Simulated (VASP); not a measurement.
# AlN (F-43m) in VASP: further runs

The runs below take AlN through relaxation of cell and atoms, with PBEsol.

Everything below comes from runs of VASP 6.6.1. Logs are shortened: lines on timing, memory, paths and dates and some standing lists are left out, and cuts for length are marked.

### 1 The cell of the first run

It takes space group F-43m (No. 216, cubic). Conventional cell: a = 4.377 Å, b = 4.377 Å, c = 4.377 Å, α = 90.00°, β = 90.00°, γ = 90.00°. Al (site symmetry -43m) has 4 N at 1.90 Å within 2.5 Å. N (site symmetry -43m) has 4 Al at 1.90 Å within 2.5 Å.

### 2 Relaxation of cell and atoms, PBEsol, target pressure 1 GPa, at which the enthalpy is minimised

Contents of INCAR:

```
SYSTEM = AlN
  PREC = Accurate
  ENCUT = 600
  EDIFF = 1E-7
  ISMEAR = 0
  SIGMA = 0.01
  LREAL = .False.
  LASPH = .True.
  NELM = 80
  ALGO = Normal
  ISIF = 3
  LWAVE = .False.
  LCHARG = .False.
  GGA = PS
  IBRION = 2
  NSW = 100
  EDIFFG = -0.002
  PSTRESS = 10.0
```

Contents of KPOINTS:

```
Automatic mesh
0
Gamma
  10 10 10
  0 0 0
```

Contents of POSCAR:

```
AlN
1.0
    0.0000000000      2.1886811988      2.1886811988
    2.1886811988      0.0000000000      2.1886811988
    2.1886811988      2.1886811988      0.0000000000
Al N
1 1
Direct
    0.0000000000      0.0000000000      0.0000000000
    0.2500000000      0.2500000000      0.2500000000
```

Potentials or basis: VASP PAW PBE potentials, release 64 (Al, N).

Started as:

```console
> cat potpaw_PBE.64/Al/POTCAR potpaw_PBE.64/N/POTCAR > POTCAR
> mpirun -np 1 vasp_std > vasp.out
```

OUTCAR:

```text
SYSTEM = AlN
   PREC = Accurate
   ENCUT = 600
   EDIFF = 1E-7
   ISMEAR = 0
   LREAL = .False.
   LASPH = .True.
   NELM = 80
   ISIF = 3
   GGA = PS
   IBRION = 2
   NSW = 100
   EDIFFG = -0.002
   PSTRESS = 10.0

 ion  position               nearest neighbor table
   1  0.000  0.000  0.000-   2 1.90   2 1.90   2 1.90   2 1.90
   2  0.250  0.250  0.250-   1 1.90   1 1.90   1 1.90   1 1.90

  LATTYP: Found a face centered cubic cell.
 ALAT       =     4.3773623976

  Lattice vectors:

 A1 = (   0.0000000000,   2.1886811988,   2.1886811988)
 A2 = (   2.1886811988,   0.0000000000,   2.1886811988)
 A3 = (   2.1886811988,   2.1886811988,   0.0000000000)

Analysis of symmetry for initial positions (statically):
=====================================================================
 Subroutine PRICEL returns:
 Original cell was already a primitive cell.

 Routine SETGRP: Setting up the symmetry group for a
 face centered cubic supercell.

 Subroutine GETGRP returns: Found 24 space group operations
 (whereof 24 operations were pure point group operations)
 out of a pool of 48 trial point group operations.

The static configuration has the point symmetry T_d .

Analysis of symmetry for dynamics (positions and initial velocities):
=====================================================================
 Subroutine PRICEL returns:
 Original cell was already a primitive cell.

 Routine SETGRP: Setting up the symmetry group for a
 face centered cubic supercell.

 Subroutine GETGRP returns: Found 24 space group operations
 (whereof 24 operations were pure point group operations)
 out of a pool of 48 trial point group operations.

The dynamic configuration has the point symmetry T_d .

 Subroutine INISYM returns: Found 24 space group operations
 (whereof 24 operations are pure point group operations),
 and found     1 'primitive' translations

----------------------------------------------------------------------------------------

                                     Primitive cell

  volume of cell :      20.9690

  direct lattice vectors                    reciprocal lattice vectors
     0.000000000  2.188681199  2.188681199    -0.228448072  0.228448072  0.228448072
     2.188681199  0.000000000  2.188681199     0.228448072 -0.228448072  0.228448072
     2.188681199  2.188681199  0.000000000     0.228448072  0.228448072 -0.228448072

  length of vectors
     3.095262635  3.095262635  3.095262635     0.395683668  0.395683668  0.395683668

  position of ions in fractional coordinates (direct lattice)
     0.000000000  0.000000000  0.000000000
     0.250000000  0.250000000  0.250000000

  ion indices of the primitive-cell ions
   primitive index   ion index
                 1           1
                 2           2

----------------------------------------------------------------------------------------

 KPOINTS: Automatic mesh

Automatic generation of k-mesh.
 Grid dimensions read from file:
 generate k-points for:   10   10   10

 Generating k-lattice:

  Cartesian coordinates                     Fractional coordinates (reciprocal lattice)
    -0.022844807  0.022844807  0.022844807     0.100000000  0.000000000  0.000000000
     0.022844807 -0.022844807  0.022844807     0.000000000  0.100000000  0.000000000
     0.022844807  0.022844807 -0.022844807     0.000000000  0.000000000  0.100000000

  Length of vectors
     0.039568367  0.039568367  0.039568367

  Shift w.r.t. Gamma in fractional coordinates (k-lattice)
     0.000000000  0.000000000  0.000000000

 Subroutine IBZKPT returns following result:
 ===========================================

 Found     47 irreducible k-points:

 Following reciprocal coordinates:
            Coordinates               Weight
  0.000000  0.000000  0.000000      1.000000
  0.100000  0.000000  0.000000      8.000000
  0.200000  0.000000  0.000000      8.000000
  0.300000  0.000000  0.000000      8.000000
  0.400000  0.000000  0.000000      8.000000
  0.500000  0.000000  0.000000      4.000000
[... 16 lines left out ...]
  0.300000  0.300000  0.000000      6.000000
  0.400000  0.300000  0.000000     24.000000
 [... further k-points ...]
   k-points           NKPTS =     47   k-points in BZ     NKDIM =     47   number of bands    NBANDS=      8
   number of dos      NEDOS =    301   number of ions     NIONS =      2
   total plane-waves  NPLWV =  21952
   dimension x,y,z NGX =    28 NGY =   28 NGZ =   28
   dimension x,y,z NGXF=    56 NGYF=   56 NGZF=   56
   ions per type =               1   1
   NGX,Y,Z   is equivalent  to a cutoff of  15.04, 15.04, 15.04 a.u.
   NGXF,Y,Z  is equivalent  to a cutoff of  30.08, 30.08, 30.08 a.u.
 SYSTEM =  AlN
   PREC   = accura    normal or accurate (medium, high low for compatibility)
   ISTART =      0    job   : 0-new  1-cont  2-samecut
   ICHARG =      2    charge: 1-file 2-atom 10-const
   ISPIN  =      1    spin polarized calculation?
   LNONCOLLINEAR =      F non collinear calculations
   LSORBIT =      F    spin-orbit coupling
   LASPH  =      T    aspherical Exc in radial PAW
   ENCUT  =  600.0 eV  44.10 Ry    6.64 a.u.   6.18  6.18  6.18*2*pi/ulx,y,z
   NELM   =     80;   NELMIN=  2; NELMDL= -5     # of ELM steps
   EDIFF  = 0.1E-06   stopping-criterion for ELM
   LREAL  =      F    real-space projection
   EDIFFG = -.2E-02   stopping-criterion for IOM
   NSW    =    100    number of steps for IOM
   IBRION =      2    ionic relax: 0-MD 1-quasi-New 2-CG
   NFREE  =      1    steps in history (QN), initial steepest desc. (CG)
   ISIF   =      3    stress and relaxation
   ISYM   =      2    0-nonsym 1-usesym 2-fastsym
   POTIM  = 0.5000    time-step for ionic-motion
   TEBEG  =    0.0;   TEEND  =   0.0 temperature during run
   PSTRESS=   10.0 pullay stress
   NELECT =       8.0000    total number of electrons
   NUPDOWN=      -1.0000    fix difference up-down
   EMIN   =  10.00;   EMAX   =-10.00  energy-range for DOS
   EFERMI =   0.00;   METHOD = LEGACY
   ISMEAR =     0;   SIGMA  =   0.01  broadening in eV -4-tet -1-fermi 0-gaus
   EFERMI_NEDOS =   21; number of points for ismear=-14 and -15
   IALGO  =     38    algorithm
   IMIX   =      4    mixing-type and parameters
     AMIX     =   0.40;   BMIX     =  1.00
     AMIX_MAG =   1.60;   BMIX_MAG =  1.00
  volume/ion in A,a.u.               =      10.48        70.75
  Fermi-wavevector in a.u.,A,eV,Ry     =   1.187351  2.243767 19.181514  1.409802
  Thomas-Fermi vector in A             =   2.323504
   LORBIT       =      0    0 simple, 1 ext, 2 COOP (PROOUT), +10 PAW based schemes
   GGA     = PS    functional components
   LHFCALC =     F    Hartree Fock is set to
   AEXX    =    0.0000 exact exchange contribution
   IVDW    =     0    specifies the selected vdW correction
   LEPSILON=     F    determine dielectric tensor
   LRPA    =     F    only Hartree local field effects (RPA)
 conjugate gradient relaxation of ions
 non-spin polarized calculation
 Gauss-broadening in eV      SIGMA  =   0.01
  energy-cutoff  :      600.00
  volume of cell :       20.97
 maximum number of plane-waves:       725
 NGX is ok and might be reduce to    28
   NGX = 13   NGY = 13   NGZ = 13

--------------------------------------- Ionic step        1  -------------------------------------------

 number of electron       7.9999999 magnetization

 Free energy of the ion-electron system (eV)
  ---------------------------------------------------
  ext. energy  EPLUGINS =         0.00000000
  ---------------------------------------------------
  free energy    TOTEN  =       -15.61303237 eV

  energy without entropy =      -15.61303237  energy(sigma->0) =      -15.61303237

------------------------ aborting loop because EDIFF is reached ----------------------------------------

  FORCE on cell =-STRESS in cart. coord.  units (eV):
  Direction    XX          YY          ZZ          XY          YZ          ZX
  --------------------------------------------------------------------------------------
  -------------------------------------------------------------------------------------
  Total       -0.0141266     -0.0141266     -0.0141266      0.0000000      0.0000000     -0.0000000
  in kB       -1.0793712     -1.0793712     -1.0793712      0.0000000      0.0000000     -0.0000000
  external PRESSURE =     -11.0793712 kB  Pullay stress =      10.0000000 kB
[... 61 lines left out ...]
  enthalpy is  TOTEN    =       -15.4822102200 eV   P V=        0.1295095648

--------------------------------------- Ionic step        3  -------------------------------------------

 number of electron       7.9999999 magnetization

 Free energy of the ion-electron system (eV)
  ---------------------------------------------------
  ext. energy  EPLUGINS =         0.00000000
  ---------------------------------------------------
  free energy    TOTEN  =       -15.61271613 eV

  energy without entropy =      -15.61271613  energy(sigma->0) =      -15.61271613

 E-fermi :   5.9893     XC(G=0): -11.1251

 val. band max:        5.8687391987   @ k =   0.0000   0.0000   0.0000
 cond. band min:       9.0556225136   @ k =   0.5000   0.5000   0.0000
 fundamental gap:      3.1868833149
 Fermi energy:         5.9892785167

 k-point     1 :       0.0000    0.0000    0.0000
  band No.  band energies     occupation
      1      -9.0845      2.00000
      2       5.8687      2.00000
      3       5.8687      2.00000
      4       5.8687      2.00000
      5       9.9935      0.00000
      6      18.3284      0.00000
      7      18.3284      0.00000
      8      18.3284      0.00000
[... 243 lines left out ...]
 k-point    24 :       0.4000    0.3000    0.0000
  band No.  band energies     occupation
      1      -7.0494      2.00000
      2       1.6896      2.00000
      3       4.1500      2.00000
      4       4.4540      2.00000
      5      10.6663      0.00000
      6      15.2705      0.00000
      7      18.0315      0.00000
      8      20.3459      0.00000

 [... further k-points ...]

------------------------ aborting loop because EDIFF is reached ----------------------------------------

  FORCE on cell =-STRESS in cart. coord.  units (eV):
  Direction    XX          YY          ZZ          XY          YZ          ZX
  --------------------------------------------------------------------------------------
  -------------------------------------------------------------------------------------
  Total        0.1306324      0.1306324      0.1306324     -0.0000000      0.0000000     -0.0000000
  in kB       10.0360195     10.0360195     10.0360195     -0.0000000      0.0000000     -0.0000000
  external PRESSURE =       0.0360195 kB  Pullay stress =      10.0000000 kB
[... 17 lines left out ...]
  FREE ENERGIE OF THE ION-ELECTRON SYSTEM (eV)
  ---------------------------------------------------
  free  energy   TOTEN  =       -15.6127161303 eV

  energy  without entropy=      -15.6127161303  energy(sigma->0) =      -15.61271613

  enthalpy is  TOTEN    =       -15.4825525410 eV   P V=        0.1301635893

 reached required accuracy - stopping structural energy minimisation
```

Wall time 13 s (1 thread of AMD EPYC 9R45 (Zen 5), shared host); peak memory 0.12 GiB.

Results:

```
Free energy                                            : -15.6127 eV
Relaxed volume                                         : 10.43 Å³/atom
Relaxed cell                                           : a = 3.090 Å, b = 3.090 Å, c = 3.090 Å, α = 60.00°, β = 60.00°, γ = 60.00°
Space group after relaxing (to 0.05 Å)                 : F-43m (No. 216)
Energy change on relaxing (the enthalpy is what falls) : +0.2 meV/atom
Ionic steps                                            : 3
Pressure after relaxing                                : 1.0 GPa
Band gap on the k mesh                                 : 3.19 eV, indirect (least direct gap 4.12 eV)
```

Step by step:
```
step  energy change (eV)  largest force (eV/Å)  pressure (GPa)  volume (Å³)
   1              0.0000                0.0000           -0.11        20.97
   2              0.0013                0.0000            2.06        20.75
   3              0.0003                0.0000            1.00        20.85
```

Final structure:
```cif
data_structure
_symmetry_space_group_name_H-M 'P 1'
_symmetry_Int_Tables_number 1
_cell_length_a 3.0896
_cell_length_b 3.0896
_cell_length_c 3.0896
_cell_angle_alpha 60.000
_cell_angle_beta 60.000
_cell_angle_gamma 60.000
_cell_volume 20.85
loop_
_atom_site_label
_atom_site_type_symbol
_atom_site_fract_x
_atom_site_fract_y
_atom_site_fract_z
_atom_site_occupancy
Al1 Al 0.00000 0.00000 0.00000 1
N1 N 0.25000 0.25000 0.25000 1
```

Caveat: the cell is relaxed towards a set pressure, so the enthalpy falls and the energy may rise; the PAW data sets were made with another functional, which shifts forces and pressure a little. Expect the measured gap to be larger: semilocal functionals such as PBEsol lack the derivative discontinuity.

### 3 Relaxation of cell and atoms, PBEsol, target pressure 2 GPa, at which the enthalpy is minimised

Contents of INCAR:

```
SYSTEM = AlN
PREC = Accurate ; ENCUT = 600
EDIFF = 1E-7 ; ISMEAR = 0
SIGMA = 0.01 ; LREAL = .False.
LASPH = .True. ; NELM = 100
ALGO = Normal ; ISIF = 3
LWAVE = .False. ; LCHARG = .False.
GGA = PS ; IBRION = 2
NSW = 100 ; EDIFFG = -0.002
PSTRESS = 20.0
```

Contents of KPOINTS:

```
regular mesh
0
Gamma
  10 10 10
  0 0 0
```

POSCAR is that of step 2.

Potentials or basis: VASP PAW PBE potentials, release 64 (Al, N).

Started as:

```console
> cat potpaw_PBE.64/Al/POTCAR potpaw_PBE.64/N/POTCAR > POTCAR
> mpirun -np 1 vasp_std > vasp.out
```

Wall time 14 s (1 thread of AMD EPYC 9R45 (Zen 5), shared host); peak memory 0.12 GiB.

The run converged. Its results:

- Free energy: -15.6118 eV
- Relaxed volume: 10.38 Å³/atom
- Relaxed cell: a = 3.085 Å, b = 3.085 Å, c = 3.085 Å, α = 60.00°, β = 60.00°, γ = 60.00°
- Space group after relaxing (to 0.05 Å): F-43m (No. 216)
- Energy change on relaxing (the enthalpy is what falls): +0.6 meV/atom
- Ionic steps: 3
- Pressure after relaxing: 2.0 GPa
- Band gap on the k mesh: 3.19 eV, indirect (least direct gap 4.17 eV)

Step by step:
```csv
step,energy change (eV),largest force (eV/Å),pressure (GPa),volume (Å³)
1,0.0000,0.0000,-0.11,20.97
2,0.0051,0.0000,4.09,20.55
3,0.0013,0.0000,2.00,20.75
```

Final structure:
```yaml
crystal:
  lattice:
    - [0.00000, 2.18120, 2.18120]
    - [2.18120, 0.00000, 2.18120]
    - [2.18120, 2.18120, 0.00000]
  atoms:
    - { symbol: Al, position: [0.00000, 0.00000, 0.00000] }
    - { symbol: N, position: [0.25000, 0.25000, 0.25000] }
```

Levels at points of the mesh, in eV from the valence-band top:
```
           k point  band 2  band 3  band 4  band 5  band 6  band 7
(0.00, 0.00, 0.00)    0.00    0.00    0.00    4.17   12.51   12.51
(0.50, 0.00, 0.00)   -5.93   -0.48   -0.48    7.32    9.79   11.06
(0.50, 0.50, 0.00)   -4.96   -1.79   -1.79    3.19    8.51   13.93
```

Caveat: the cell is relaxed towards a set pressure, so the enthalpy falls and the energy may rise; the PAW data sets were made with another functional, which shifts forces and pressure a little.

(Continued in part 2 of 2.)
